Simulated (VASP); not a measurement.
# ZnS (P6_3mc) in VASP: a series of runs

Runs on ZnS. Level: PBEsol. Tasks: single point, relaxation of cell and atoms.

Everything below comes from runs of VASP 6.6.1. Logs are shortened: lines on timing, memory, paths and dates and some standing lists are left out, and cuts for length are marked.

## Step 1: The cell of the first run

The structure is hexagonal, space group P6_3mc (No. 186). The conventional cell has a = 3.767 Å, b = 3.767 Å, c = 6.182 Å, α = 90.00°, β = 90.00°, γ = 120.00°. Within 3.1 Å of Zn (site symmetry 3m) lie 4 S at 2.31 Å. S (site symmetry 3m) has 4 Zn at 2.31 Å within 3.1 Å.

## Step 2: Single point, PBEsol

File INCAR:

```
SYSTEM = ZnS
PREC = Accurate
ENCUT = 520
EDIFF = 1E-6
ISMEAR = 0
SIGMA = 0.01
LREAL = .FALSE.
LASPH = .TRUE.
NELM = 100
ALGO = Normal
ISIF = 2
LWAVE = .FALSE.
LCHARG = .FALSE.
GGA = PS
NBANDS = 26
```

File KPOINTS:

```
regular mesh
0
G
  6 6 4
  0 0 0
```

File POSCAR:

```
ZnS
1.0
    3.7666880990      0.0000000000      0.0000000000
   -1.8833440495      3.2620475819      0.0000000000
    0.0000000000      0.0000000000      6.1821422445
Zn S
2 2
Direct
    0.3333333333      0.6666666667      0.0054407922
    0.6666666667      0.3333333333      0.5054407922
    0.3333333333      0.6666666667      0.3795592078
    0.6666666667      0.3333333333      0.8795592078
```

Potentials or basis: VASP PAW PBE potentials, release 64 (Zn, S).

On the command line:

```
$ cat potpaw_PBE.64/Zn/POTCAR potpaw_PBE.64/S/POTCAR > POTCAR
$ mpirun -np 1 vasp_std > vasp.out
```

OUTCAR:

```text
SYSTEM = ZnS
   PREC = Accurate
   ENCUT = 520
   EDIFF = 1E-6
   ISMEAR = 0
   LREAL = .FALSE.
   LASPH = .TRUE.
   NELM = 100
   ISIF = 2
   GGA = PS

 ion  position               nearest neighbor table
   1  0.333  0.667  0.005-   4 2.31   4 2.31   4 2.31   3 2.31
   2  0.667  0.333  0.505-   3 2.31   3 2.31   3 2.31   4 2.31
   3  0.333  0.667  0.380-   2 2.31   2 2.31   2 2.31   1 2.31
   4  0.667  0.333  0.880-   1 2.31   1 2.31   1 2.31   2 2.31

  LATTYP: Found a hexagonal cell.
 ALAT       =     3.7666880990
 C/A-ratio  =     1.6412673633

  Lattice vectors:

 A1 = (   3.7666880990,   0.0000000000,   0.0000000000)
 A2 = (  -1.8833440495,   3.2620475819,   0.0000000000)
 A3 = (   0.0000000000,   0.0000000000,   6.1821422445)

Analysis of symmetry for initial positions (statically):
=====================================================================
 Subroutine PRICEL returns:
 Original cell was already a primitive cell.

 Routine SETGRP: Setting up the symmetry group for a
 hexagonal supercell.

 Subroutine GETGRP returns: Found 12 space group operations
 (whereof  6 operations were pure point group operations)
 out of a pool of 24 trial point group operations.

The static configuration has the point symmetry C_3v.
 The point group associated with its full space group is C_6v.

Analysis of symmetry for dynamics (positions and initial velocities):
=====================================================================
 Subroutine PRICEL returns:
 Original cell was already a primitive cell.

 Routine SETGRP: Setting up the symmetry group for a
 hexagonal supercell.

 Subroutine GETGRP returns: Found 12 space group operations
 (whereof  6 operations were pure point group operations)
 out of a pool of 24 trial point group operations.

The dynamic configuration has the point symmetry C_3v.
 The point group associated with its full space group is C_6v.

 Subroutine INISYM returns: Found 12 space group operations
 (whereof  6 operations are pure point group operations),
 and found     1 'primitive' translations

----------------------------------------------------------------------------------------

                                     Primitive cell

  volume of cell :      75.9607

  direct lattice vectors                    reciprocal lattice vectors
     3.766688099  0.000000000  0.000000000     0.265485215  0.153277960  0.000000000
    -1.883344050  3.262047582  0.000000000     0.000000000  0.306555921  0.000000000
     0.000000000  0.000000000  6.182142244     0.000000000  0.000000000  0.161756226
[... 85 lines left out ...]
   LREAL  =      F    real-space projection
   EDIFFG = 0.1E-04   stopping-criterion for IOM
   NSW    =      0    number of steps for IOM
   IBRION =     -1    ionic relax: 0-MD 1-quasi-New 2-CG
   NFREE  =      0    steps in history (QN), initial steepest desc. (CG)
   ISIF   =      2    stress and relaxation
   ISYM   =      2    0-nonsym 1-usesym 2-fastsym
   POTIM  = 0.5000    time-step for ionic-motion
   TEBEG  =    0.0;   TEEND  =   0.0 temperature during run
   PSTRESS=    0.0 pullay stress
   NELECT =      36.0000    total number of electrons
   NUPDOWN=      -1.0000    fix difference up-down
   EMIN   =  10.00;   EMAX   =-10.00  energy-range for DOS
   EFERMI =   0.00;   METHOD = LEGACY
   ISMEAR =     0;   SIGMA  =   0.01  broadening in eV -4-tet -1-fermi 0-gaus
   EFERMI_NEDOS =   21; number of points for ismear=-14 and -15
   IALGO  =     38    algorithm
   IMIX   =      4    mixing-type and parameters
     AMIX     =   0.40;   BMIX     =  1.00
     AMIX_MAG =   1.60;   BMIX_MAG =  1.00
  volume/ion in A,a.u.               =      18.99       128.15
  Fermi-wavevector in a.u.,A,eV,Ry     =   1.276378  2.412005 22.165810  1.629141
  Thomas-Fermi vector in A             =   2.409038
   LORBIT       =      0    0 simple, 1 ext, 2 COOP (PROOUT), +10 PAW based schemes
   GGA     = PS    functional components
   LHFCALC =     F    Hartree Fock is set to
   AEXX    =    0.0000 exact exchange contribution
   IVDW    =     0    specifies the selected vdW correction
   LEPSILON=     F    determine dielectric tensor
   LRPA    =     F    only Hartree local field effects (RPA)
 non-spin polarized calculation
 Gauss-broadening in eV      SIGMA  =   0.01
  energy-cutoff  :      520.00
  volume of cell :       75.96
 maximum number of plane-waves:      2059
 NGX is ok and might be reduce to    28
   NGX = 13   NGY = 13   NGZ = 23

 number of electron      36.0000008 magnetization

 Free energy of the ion-electron system (eV)
  ---------------------------------------------------
  ext. energy  EPLUGINS =         0.00000000
  ---------------------------------------------------
  free energy    TOTEN  =       -15.15928958 eV

  energy without entropy =      -15.15928958  energy(sigma->0) =      -15.15928958

 E-fermi :   2.4401     XC(G=0): -10.0225

 val. band max:        2.3987863254   @ k =   0.0000   0.0000   0.0000
 cond. band min:       4.6149012261   @ k =   0.0000   0.0000   0.0000
 fundamental gap:      2.2161149006
 Fermi energy:         2.4401063040

 k-point     1 :       0.0000    0.0000    0.0000
  band No.  band energies     occupation
      1     -11.0598      2.00000
      2     -10.0388      2.00000
      3      -4.1461      2.00000
      4      -4.1284      2.00000
      5      -4.1284      2.00000
      6      -4.0407      2.00000
[... 598 lines left out ...]
     25      12.0413      0.00000
     26      12.0413      0.00000

------------------------ aborting loop because EDIFF is reached ----------------------------------------

  FORCE on cell =-STRESS in cart. coord.  units (eV):
  Direction    XX          YY          ZZ          XY          YZ          ZX
  --------------------------------------------------------------------------------------
  -------------------------------------------------------------------------------------
  Total        0.5919377      0.5919377      0.5947671      0.0000000      0.0000000      0.0000000
  in kB       12.4852609     12.4852609     12.5449405      0.0000000      0.0000000      0.0000000
  external PRESSURE =      12.5051541 kB  Pullay stress =       0.0000000 kB

 VOLUME and BASIS-vectors are now :
 -----------------------------------------------------------------------------
  energy-cutoff  :      520.00
  volume of cell :       75.96
      direct lattice vectors                 reciprocal lattice vectors
     3.766688099  0.000000000  0.000000000     0.265485215  0.153277960  0.000000000
    -1.883344050  3.262047582  0.000000000     0.000000000  0.306555921  0.000000000
     0.000000000  0.000000000  6.182142244     0.000000000  0.000000000  0.161756226

 POSITION                                       TOTAL-FORCE (eV/Angst)
 -----------------------------------------------------------------------------------
     -0.00000      2.17470      0.03364         0.000000     -0.000000      0.002387
      1.88334      1.08735      3.12471        -0.000000     -0.000000      0.002387
     -0.00000      2.17470      2.34649         0.000000     -0.000000     -0.002387
      1.88334      1.08735      5.43756        -0.000000      0.000000     -0.002387
 -----------------------------------------------------------------------------------
    total drift:                               -0.000001     -0.000001      0.000142

  FREE ENERGIE OF THE ION-ELECTRON SYSTEM (eV)
  ---------------------------------------------------
  free  energy   TOTEN  =       -15.1592895837 eV

  energy  without entropy=      -15.1592895837  energy(sigma->0) =      -15.15928958
```

stdout:

```text
POSCAR found type information on POSCAR ZnS
 POSCAR found :  2 types and       4 ions
 scaLAPACK will be used
 -----------------------------------------------------------------------------
|                                                                             |
|                                                                             |
|     You enforced a specific xc type in the INCAR file but a different       |
|     I HOPE YOU KNOW WHAT YOU ARE DOING!                                     |
|                                                                             |
 -----------------------------------------------------------------------------

 LDA part: xc-table for (Slater+PW92), standard interpolation
 POSCAR, INCAR and KPOINTS ok, starting setup
 FFT: planning ... GRIDC
 FFT: planning ... GRID_SOFT
 FFT: planning ... GRID
 WAVECAR not read
 entering main loop
```

Wall time 21 s (1 thread of Intel Xeon Platinum 8488C (Sapphire Rapids), shared host); peak memory 0.2 GiB.

Results:

```
Free energy            : -15.1593 eV
Pressure               : 1.3 GPa
Band gap on the k mesh : 2.22 eV
```

Forces in eV/Å, atoms in the order of the input:
```
Zn   0.000  0.000  0.002
Zn   0.000  0.000  0.002
S    0.000  0.000 -0.002
S    0.000  0.000 -0.002
```

Levels at points of the mesh, in eV from the valence-band top:
```
           k point  band 15  band 16  band 17  band 18  band 19  band 20  band 21  band 22
(0.00, 0.00, 0.00)    -0.96    -0.09     0.00     0.00     2.22     3.05     6.19     6.19
(0.50, 0.00, 0.00)    -3.49    -2.39    -1.83    -0.95     3.50     4.23     4.95     6.79
(0.00, 0.00, 0.50)    -0.50    -0.50    -0.50    -0.50     3.54     3.54     6.66     6.66
(0.50, 0.00, 0.50)    -1.75    -1.75    -1.73    -1.73     3.41     3.41     5.09     5.09
```

Caveat: the PAW data sets were made with another functional, which shifts forces and pressure a little.

## Step 3: Relaxation of cell and atoms, PBEsol, target pressure 1 GPa, at which the enthalpy is minimised

This run uses another cell than the first one, of 19.22 Å³/atom.

File INCAR:

```
ALGO = Normal
EDIFF = 1E-6
EDIFFG = -0.002
ENCUT = 600
GGA = PS
IBRION = 2
ISIF = 3
ISMEAR = 0
LASPH = T
LCHARG = F
LREAL = F
LWAVE = F
NELM = 100
NSW = 100
PREC = Accurate
PSTRESS = 10.0
SIGMA = 0.01
```

File KPOINTS:

```
k-points
0
Gamma
  6 6 4
```

File POSCAR:

```
ZnS
1.0
    3.7815727570      0.0000000000      0.0000000000
   -1.8907863785      3.2749380738      0.0000000000
    0.0000000000      0.0000000000      6.2089827959
Zn S
2 2
Direct
    0.3333333333      0.6666666667      0.0054426075
    0.6666666667      0.3333333333      0.5054426075
    0.3333333333      0.6666666667      0.3795573925
    0.6666666667      0.3333333333      0.8795573925
```

Potentials or basis: VASP PAW PBE potentials, release 64 (Zn, S).

On the command line:

```
$ cat potpaw_PBE.64/Zn/POTCAR potpaw_PBE.64/S/POTCAR > POTCAR
$ mpirun -np 1 vasp_std > vasp.out
```

Wall time 1.8 min (1 thread of Intel Xeon Platinum 8488C (Sapphire Rapids), shared host); peak memory 0.22 GiB.

It converged, with:

| Property | Result |
| --- | --- |
| Free energy | -15.1611 eV |
| Relaxed volume | 19.04 Å³/atom |
| Relaxed cell | a = 3.770 Å, b = 3.770 Å, c = 6.188 Å, α = 90.00°, β = 90.00°, γ = 120.00° |
| Space group after relaxing (to 0.1 Å) | P6_3mc (No. 186) |
| Energy change on relaxing (the run minimises the enthalpy) | +0.7 meV/atom |
| Ionic steps | 8 |
| Pressure after relaxing | 1.0 GPa |
| Band gap on the k mesh | 2.20 eV |

The path:
```
step  energy change (eV)  largest force (eV/Å)  pressure (GPa)  volume (Å³)
   1              0.0000                0.0025            0.19        76.89
   2              0.0053                0.0010            1.42        75.81
   3              0.0027                0.0015            0.93        76.16
   4              0.0031                0.0015            1.08        76.11
   5              0.0029                0.0014            1.02        76.14
   6              0.0027                0.0002            0.98        76.16
   7              0.0028                0.0013            1.03        76.15
   8              0.0028                0.0001            0.99        76.16
```

Final structure:
```cif
data_structure
_symmetry_space_group_name_H-M 'P 1'
_symmetry_Int_Tables_number 1
_cell_length_a 3.7699
_cell_length_b 3.7699
_cell_length_c 6.1876
_cell_angle_alpha 90.000
_cell_angle_beta 90.000
_cell_angle_gamma 120.000
_cell_volume 76.16
loop_
_atom_site_label
_atom_site_type_symbol
_atom_site_fract_x
_atom_site_fract_y
_atom_site_fract_z
_atom_site_occupancy
Zn1 Zn 0.33333 0.66667 0.00546 1
Zn2 Zn 0.66667 0.33333 0.50546 1
S1 S 0.33333 0.66667 0.37954 1
S2 S 0.66667 0.33333 0.87954 1
```

Levels at points of the mesh, in eV from the valence-band top:
```tsv
k point	band 15	band 16	band 17	band 18	band 19	band 20	band 21	band 22
(0.00, 0.00, 0.00)	-0.95	-0.09	0.00	0.00	2.20	3.04	6.20	6.20
(0.50, 0.00, 0.00)	-3.48	-2.38	-1.83	-0.94	3.50	4.23	4.95	6.79
(0.00, 0.00, 0.50)	-0.50	-0.50	-0.50	-0.50	3.53	3.53	6.66	6.66
(0.50, 0.00, 0.50)	-1.74	-1.74	-1.72	-1.72	3.41	3.41	5.09	5.09
```

Caveat: the cell is relaxed towards a set pressure, so the run minimises the enthalpy, not the energy; the PAW data sets were made with another functional, which shifts forces and pressure a little.

(Continued in part 2 of 2.)
